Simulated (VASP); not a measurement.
# AlGa3N4 (R3m) in VASP: notebook

The runs below take AlGa3N4 through single point, with LDA.

Everything below comes from runs of VASP 6.6.1. Logs are shortened: lines on timing, memory, paths and dates and some standing lists are left out, and cuts for length are marked.

### Step 1. The cell of the first run

It takes space group R3m (No. 160, trigonal). Conventional cell: a = 6.479 Å, b = 6.479 Å, c = 7.131 Å, α = 90.00°, β = 90.00°, γ = 120.00°. Within 2.3 Å of Al (site symmetry 3m) lie 4 N at 1.75 to 1.92 Å. Within 2.4 Å of Ga (site symmetry m) lie 4 N at 1.79 to 1.98 Å. Within 2.4 Å of N (site symmetry m) lie 3 Ga at 1.79 to 1.98 Å and 1 Al at 1.92 Å. N (site symmetry 3m) has 1 Al at 1.75 Å and 3 Ga at 1.97 Å within 2.3 Å.

### Step 2. Single point, LDA

INCAR reads:

```
ALGO = Normal ; EDIFF = 1E-7
ENCUT = 520 ; GGA = CA
ISIF = 2 ; ISMEAR = 0
LASPH = T ; LCHARG = T
LELF = T ; LREAL = F
LVHAR = T ; LWAVE = F
NBANDS = 41 ; NELM = 60
PREC = Accurate ; SIGMA = 0.05
```

KPOINTS reads:

```
k-points
0
Gamma
  6 6 6
```

POSCAR reads:

```
AlGa3N4
1.0
    4.4267521656     -0.1549363258     -0.1549363258
   -0.1549363258      4.4267521656     -0.1549363258
   -0.1549363258     -0.1549363258      4.4267521656
Al Ga N
1 3 4
Direct
    0.0000000000      0.0000000000      0.0000000000
    0.5000000000      0.5000000000      0.0000000000
    0.5000000000      0.0000000000      0.5000000000
    0.0000000000      0.5000000000      0.5000000000
    0.7548078379      0.7548078379      0.2451921621
    0.7548078379      0.2451921621      0.7548078379
    0.2451921621      0.7548078379      0.7548078379
    0.2451921621      0.2451921621      0.2451921621
```

Potentials or basis: VASP PAW LDA potentials, release 64 (Al, Ga_d, N).

Command:

```sh
$ cat potpaw_LDA.64/Al/POTCAR potpaw_LDA.64/Ga_d/POTCAR potpaw_LDA.64/N/POTCAR > POTCAR
$ mpirun -np 1 vasp_std > vasp.out
```

OUTCAR:

```text
EDIFF = 1E-7
   ENCUT = 520
   GGA = CA
   ISIF = 2
   ISMEAR = 0
   LASPH = T
   LREAL = F
   NELM = 60
   PREC = Accurate

 ion  position               nearest neighbor table
   1  0.000  0.000  0.000-   8 1.75   6 1.92   7 1.92   5 1.92   3 3.02   4 3.02   2 3.02   4 3.02
                             3 3.02   2 3.02
   2  0.500  0.500  0.000-   5 1.79   8 1.97   7 1.98   6 1.98   1 3.02   1 3.02
   3  0.500  0.000  0.500-   6 1.79   8 1.97   7 1.98   5 1.98   1 3.02   1 3.02
   4  0.000  0.500  0.500-   7 1.79   8 1.97   5 1.98   6 1.98   1 3.02   1 3.02
   5  0.755  0.755  0.245-   2 1.79   1 1.92   3 1.98   4 1.98
   6  0.755  0.245  0.755-   3 1.79   1 1.92   2 1.98   4 1.98
   7  0.245  0.755  0.755-   4 1.79   1 1.92   2 1.98   3 1.98
   8  0.245  0.245  0.245-   1 1.75   2 1.97   3 1.97   4 1.97

  LATTYP: Found a trigonal (rhomboedric) cell.
 ALAT       =     4.4321716196
 COS(alpha) =    -0.0686069131

  Lattice vectors:

 A1 = (   4.4267521656,  -0.1549363258,  -0.1549363258)
 A2 = (  -0.1549363258,   4.4267521656,  -0.1549363258)
 A3 = (  -0.1549363258,  -0.1549363258,   4.4267521656)

Analysis of symmetry for initial positions (statically):
=====================================================================
 Subroutine PRICEL returns:
 Original cell was already a primitive cell.

 Routine SETGRP: Setting up the symmetry group for a
 trigonal (rhombohedral) supercell.

 Subroutine GETGRP returns: Found  6 space group operations
 (whereof  6 operations were pure point group operations)
 out of a pool of 12 trial point group operations.

The static configuration has the point symmetry C_3v.

Analysis of symmetry for dynamics (positions and initial velocities):
=====================================================================
 Subroutine PRICEL returns:
 Original cell was already a primitive cell.

 Routine SETGRP: Setting up the symmetry group for a
 trigonal (rhombohedral) supercell.

 Subroutine GETGRP returns: Found  6 space group operations
 (whereof  6 operations were pure point group operations)
 out of a pool of 12 trial point group operations.

The dynamic configuration has the point symmetry C_3v.

 Subroutine INISYM returns: Found  6 space group operations
 (whereof  6 operations are pure point group operations),
 and found     1 'primitive' translations

----------------------------------------------------------------------------------------

                                     Primitive cell

  volume of cell :      86.4210

  direct lattice vectors                    reciprocal lattice vectors
     4.426752166 -0.154936326 -0.154936326     0.226474238  0.008214092  0.008214092
    -0.154936326  4.426752166 -0.154936326     0.008214092  0.226474238  0.008214092
    -0.154936326 -0.154936326  4.426752166     0.008214092  0.008214092  0.226474238

  length of vectors
     4.432171620  4.432171620  4.432171620     0.226771962  0.226771962  0.226771962

  position of ions in fractional coordinates (direct lattice)
     0.000000000  0.000000000  0.000000000
     0.500000000  0.500000000  1.000000000
     0.500000000  1.000000000  0.500000000
     1.000000000  0.500000000  0.500000000
     0.754807838  0.754807838  0.245192162
     0.754807838  0.245192162  0.754807838
     0.245192162  0.754807838  0.754807838
     0.245192162  0.245192162  0.245192162

  ion indices of the primitive-cell ions
   primitive index   ion index
                 1           1
                 2           2
                 3           3
                 4           4
                 5           5
                 6           6
                 7           7
                 8           8

----------------------------------------------------------------------------------------

 KPOINTS: k-points

Automatic generation of k-mesh.
 Grid dimensions read from file:
 generate k-points for:    6    6    6

 Generating k-lattice:

  Cartesian coordinates                     Fractional coordinates (reciprocal lattice)
     0.037745706  0.001369015  0.001369015     0.166666667  0.000000000  0.000000000
     0.001369015  0.037745706  0.001369015     0.000000000  0.166666667  0.000000000
     0.001369015  0.001369015  0.037745706     0.000000000  0.000000000  0.166666667

  Length of vectors
     0.037795327  0.037795327  0.037795327

  Shift w.r.t. Gamma in fractional coordinates (k-lattice)
     0.000000000  0.000000000  0.000000000

 Subroutine IBZKPT returns following result:
 ===========================================

 Found     32 irreducible k-points:

 Following reciprocal coordinates:
            Coordinates               Weight
  0.000000  0.000000  0.000000      1.000000
  0.166667 -0.000000  0.000000      6.000000
  0.333333  0.000000  0.000000      6.000000
  0.500000 -0.000000 -0.000000      3.000000
  0.166667  0.166667  0.000000      6.000000
  0.333333  0.166667 -0.000000     12.000000
[... 16 lines left out ...]
  0.500000  0.500000  0.166667      6.000000
 -0.333333  0.500000  0.166667     12.000000
 [... further k-points ...]
   k-points           NKPTS =     32   k-points in BZ     NKDIM =     32   number of bands    NBANDS=     41
   number of dos      NEDOS =    301   number of ions     NIONS =      8
   total plane-waves  NPLWV =  46656
   dimension x,y,z NGX =    36 NGY =   36 NGZ =   36
   dimension x,y,z NGXF=    72 NGYF=   72 NGZF=   72
   ions per type =               1   3   4
   NGX,Y,Z   is equivalent  to a cutoff of  13.50, 13.50, 13.50 a.u.
   NGXF,Y,Z  is equivalent  to a cutoff of  27.01, 27.01, 27.01 a.u.
 SYSTEM =  unknown system
   PREC   = accura    normal or accurate (medium, high low for compatibility)
   ISTART =      0    job   : 0-new  1-cont  2-samecut
   ICHARG =      2    charge: 1-file 2-atom 10-const
   ISPIN  =      1    spin polarized calculation?
   LNONCOLLINEAR =      F non collinear calculations
   LSORBIT =      F    spin-orbit coupling
   LASPH  =      T    aspherical Exc in radial PAW
   ENCUT  =  520.0 eV  38.22 Ry    6.18 a.u.   8.24  8.24  8.24*2*pi/ulx,y,z
   NELM   =     60;   NELMIN=  2; NELMDL= -5     # of ELM steps
   EDIFF  = 0.1E-06   stopping-criterion for ELM
   LREAL  =      F    real-space projection
   EDIFFG = 0.1E-05   stopping-criterion for IOM
   NSW    =      0    number of steps for IOM
   IBRION =     -1    ionic relax: 0-MD 1-quasi-New 2-CG
   NFREE  =      0    steps in history (QN), initial steepest desc. (CG)
   ISIF   =      2    stress and relaxation
   ISYM   =      2    0-nonsym 1-usesym 2-fastsym
   POTIM  = 0.5000    time-step for ionic-motion
   TEBEG  =    0.0;   TEEND  =   0.0 temperature during run
   PSTRESS=    0.0 pullay stress
   NELECT =      62.0000    total number of electrons
   NUPDOWN=      -1.0000    fix difference up-down
   EMIN   =  10.00;   EMAX   =-10.00  energy-range for DOS
   EFERMI =   0.00;   METHOD = LEGACY
   ISMEAR =     0;   SIGMA  =   0.05  broadening in eV -4-tet -1-fermi 0-gaus
   EFERMI_NEDOS =   21; number of points for ismear=-14 and -15
   IALGO  =     38    algorithm
   IMIX   =      4    mixing-type and parameters
     AMIX     =   0.40;   BMIX     =  1.00
     AMIX_MAG =   1.60;   BMIX_MAG =  1.00
  volume/ion in A,a.u.               =      10.80        72.90
  Fermi-wavevector in a.u.,A,eV,Ry     =   1.465544  2.769477 29.222869  2.147820
  Thomas-Fermi vector in A             =   2.581389
   LORBIT       =      0    0 simple, 1 ext, 2 COOP (PROOUT), +10 PAW based schemes
   GGA     = CA    functional components
   LHFCALC =     F    Hartree Fock is set to
   AEXX    =    0.0000 exact exchange contribution
   IVDW    =     0    specifies the selected vdW correction
   LEPSILON=     F    determine dielectric tensor
   LRPA    =     F    only Hartree local field effects (RPA)
 non-spin polarized calculation
 Gauss-broadening in eV      SIGMA  =   0.05
  energy-cutoff  :      520.00
  volume of cell :       86.42
 maximum number of plane-waves:      2339
 NGX is ok and might be reduce to    36
   NGX = 17   NGY = 17   NGZ = 17

 number of electron      61.9999945 magnetization

 Free energy of the ion-electron system (eV)
  ---------------------------------------------------
  ext. energy  EPLUGINS =         0.00000000
  ---------------------------------------------------
  free energy    TOTEN  =       -57.23503910 eV

  energy without entropy =      -57.23503910  energy(sigma->0) =      -57.23503910

 E-fermi :   6.0312     XC(G=0): -12.0956

 val. band max:        5.7447616970   @ k =   0.0000   0.0000   0.0000
 cond. band min:       7.8899773169   @ k =   0.0000   0.0000   0.0000
 fundamental gap:      2.1452156199
 Fermi energy:         6.0311835862

 k-point     1 :       0.0000    0.0000    0.0000
  band No.  band energies     occupation
      1     -10.3573      2.00000
      2      -9.1449      2.00000
      3      -9.1449      2.00000
      4      -8.8868      2.00000
      5      -7.7990      2.00000
      6      -7.7826      2.00000
[... 33 lines left out ...]
     40      15.5595      0.00000
     41      17.5088      0.00000

 k-point     2 :       0.1667   -0.0000    0.0000
  band No.  band energies     occupation
      1     -10.2408      2.00000
      2      -9.1678      2.00000
      3      -9.1473      2.00000
      4      -8.8957      2.00000
      5      -7.7926      2.00000
      6      -7.7736      2.00000
[... 33 lines left out ...]
     40      15.8514      0.00000
     41      17.2548      0.00000

 k-point     3 :       0.3333    0.0000    0.0000
  band No.  band energies     occupation
      1      -9.9317      2.00000
      2      -9.2697      2.00000
      3      -9.1523      2.00000
      4      -8.9170      2.00000
      5      -7.7665      2.00000
      6      -7.7447      2.00000
[... 33 lines left out ...]
     40      16.5381      0.00000
     41      16.8138      0.00000

 k-point     4 :       0.5000   -0.0000   -0.0000
  band No.  band energies     occupation
      1      -9.6220      2.00000
      2      -9.4647      2.00000
      3      -9.1548      2.00000
      4      -8.9287      2.00000
      5      -7.7418      2.00000
      6      -7.7259      2.00000
[... 825 lines left out ...]
     40      15.9716      0.00000
     41      16.3416      0.00000

 k-point    23 :       0.5000    0.5000    0.1667
  band No.  band energies     occupation
      1      -9.3986      2.00000
      2      -9.3403      2.00000
      3      -9.2745      2.00000
      4      -8.9667      2.00000
      5      -7.7760      2.00000
      6      -7.7487      2.00000
[... 33 lines left out ...]
     40      15.7862      0.00000
     41      15.8530      0.00000

 k-point    24 :      -0.3333    0.5000    0.1667
  band No.  band energies     occupation
      1      -9.4732      2.00000
      2      -9.3550      2.00000
      3      -9.2532      2.00000
      4      -8.9508      2.00000
      5      -7.7875      2.00000
      6      -7.7469      2.00000
[... 33 lines left out ...]
     40      15.6205      0.00000
     41      16.1539      0.00000

 [... further k-points ...]
[... 5 lines left out ...]
  --------------------------------------------------------------------------------------
  -------------------------------------------------------------------------------------
  Total        2.9531292      2.9531292      2.9531292      9.2864156      9.2864156      9.2864156
  in kB       54.7486938     54.7486938     54.7486938    172.1628430    172.1628430    172.1628430
  external PRESSURE =      54.7486938 kB  Pullay stress =       0.0000000 kB

 VOLUME and BASIS-vectors are now :
 -----------------------------------------------------------------------------
  energy-cutoff  :      520.00
  volume of cell :       86.42
      direct lattice vectors                 reciprocal lattice vectors
     4.426752166 -0.154936326 -0.154936326     0.226474238  0.008214092  0.008214092
    -0.154936326  4.426752166 -0.154936326     0.008214092  0.226474238  0.008214092
    -0.154936326 -0.154936326  4.426752166     0.008214092  0.008214092  0.226474238

 POSITION                                       TOTAL-FORCE (eV/Angst)
 -----------------------------------------------------------------------------------
      0.00000      0.00000      0.00000        -1.060185     -1.060185     -1.060185
      2.13591      2.13591     -0.15494        -1.106348     -1.106348     -1.006309
      2.13591     -0.15494      2.13591        -1.106348     -1.006309     -1.106348
     -0.15494      2.13591      2.13591        -1.006309     -1.106348     -1.106348
      3.18641      3.18641      0.85151         1.102836      1.102836      0.960810
      3.18641      0.85151      3.18641         1.102836      0.960810      1.102836
      0.85151      3.18641      3.18641         0.960810      1.102836      1.102836
      1.00943      1.00943      1.00943         1.112709      1.112709      1.112709
 -----------------------------------------------------------------------------------
    total drift:                               -0.000286     -0.000286     -0.000285

  FREE ENERGIE OF THE ION-ELECTRON SYSTEM (eV)
  ---------------------------------------------------
  free  energy   TOTEN  =       -57.2350391015 eV

  energy  without entropy=      -57.2350391015  energy(sigma->0) =      -57.23503910
```

Wall time 50 s (1 thread of Intel Xeon 6975P-C (Granite Rapids), shared host); peak memory 0.22 GiB.

Results:

| Property | Result |
| --- | --- |
| Free energy | -57.2350 eV |
| Pressure | 5.5 GPa |
| Largest force | 1.927 eV/Å |
| Band gap on the k mesh | 2.15 eV |

Forces on the atoms (eV/Å):
```
Al  -1.060 -1.060 -1.060
Ga  -1.106 -1.106 -1.006
Ga  -1.106 -1.006 -1.106
Ga  -1.006 -1.106 -1.106
N    1.103  1.103  0.961
N    1.103  0.961  1.103
N    0.961  1.103  1.103
N    1.113  1.113  1.113
```

Levels at points of the mesh, in eV from the valence-band top:
```
           k point  band 27  band 28  band 29  band 30  band 31  band 32  band 33  band 34  band 35  band 36
(0.00, 0.00, 0.00)    -2.26    -2.24    -0.33    -0.33     0.00     2.15     2.99     3.00     3.00     6.64
(0.50, 0.00, 0.00)    -3.04    -2.09    -1.80    -1.42    -1.11     4.58     4.66     5.79     5.82     7.69
(0.50, 0.50, 0.00)    -3.14    -1.36    -1.31    -0.97    -0.74     6.12     6.29     6.68     7.09     7.21
(0.50, 0.50, 0.50)    -0.98    -0.98    -0.76    -0.73    -0.73     4.21     5.10     5.10     6.25     8.60
```

Caveat: the cell stands under pressure; forces of over 1 eV/Å act on the atoms, so gaps and moduli don't describe the material at rest.

### Step 3. Single point, LDA

INCAR reads:

```
SYSTEM = AlGa3N4
ALGO     = Normal         ! electronic algorithm
EDIFF    = 1E-6           ! SCF threshold, eV
ENCUT    = 520            ! plane-wave cutoff, eV
ISIF     = 2              ! what is computed and relaxed
ISMEAR   = 0              ! smearing method
LASPH    = .TRUE.         ! aspherical terms in the spheres
LCHARG   = .FALSE.        ! write CHGCAR
LREAL    = .FALSE.        ! projectors in reciprocal space
LWAVE    = .FALSE.        ! write WAVECAR
NBANDS   = 41             ! bands
NELM     = 60             ! most SCF steps
PREC     = Accurate       ! precision mode
SIGMA    = 0.05           ! smearing width, eV
```

KPOINTS reads:

```
k-points
0
G
  6 6 6
  0 0 0
```

POSCAR, as its differences from that of step 2:

```diff
@@ -2,5 +2,5 @@
 1.0
-    4.4267521656     -0.1549363258     -0.1549363258
-   -0.1549363258      4.4267521656     -0.1549363258
-   -0.1549363258     -0.1549363258      4.4267521656
+    4.4267521656      0.1549363258      0.1549363258
+    0.1549363258      4.4267521656      0.1549363258
+    0.1549363258      0.1549363258      4.4267521656
 Al Ga N
```

Potentials or basis: VASP PAW LDA potentials, release 64 (Al, Ga_d, N).

Command:

```sh
$ cat potpaw_LDA.64/Al/POTCAR potpaw_LDA.64/Ga_d/POTCAR potpaw_LDA.64/N/POTCAR > POTCAR
$ mpirun -np 1 vasp_std > vasp.out
```

Run time: 51 s. Hardware: 1 thread of Intel Xeon 6975P-C (Granite Rapids), shared host; peak memory 0.23 GiB.

Results (log left out):

- Free energy: -57.4083 eV
- Pressure: 4.7 GPa
- Largest force: 0.887 eV/Å
- Band gap on the k mesh: 2.08 eV

Forces on the atoms (eV/Å):
```
Al   0.421  0.421  0.421
Ga   0.428  0.428  0.417
Ga   0.428  0.417  0.428
Ga   0.417  0.428  0.428
N   -0.391 -0.391 -0.400
N   -0.391 -0.400 -0.391
N   -0.400 -0.391 -0.391
N   -0.512 -0.512 -0.512
```

Stress tensor (GPa, compression positive):
```
  4.67 -13.71 -13.71
-13.71   4.67 -13.71
-13.71 -13.71   4.67
```

Levels at points of the mesh, in eV from the valence-band top:
```tsv
k point	band 28	band 29	band 30	band 31	band 32	band 33	band 34	band 35
(0.00, 0.00, 0.00)	-2.31	-0.55	0.00	0.00	2.08	3.01	3.01	3.17
(0.50, 0.00, 0.00)	-2.05	-1.78	-1.38	-1.07	4.59	4.63	5.81	5.95
(0.50, 0.50, 0.00)	-1.30	-1.26	-0.96	-0.72	6.24	6.28	6.51	7.03
(0.50, 0.50, 0.50)	-1.14	-0.96	-0.52	-0.52	4.54	4.54	5.19	6.49
```

Caveat: the cell stands under pressure.
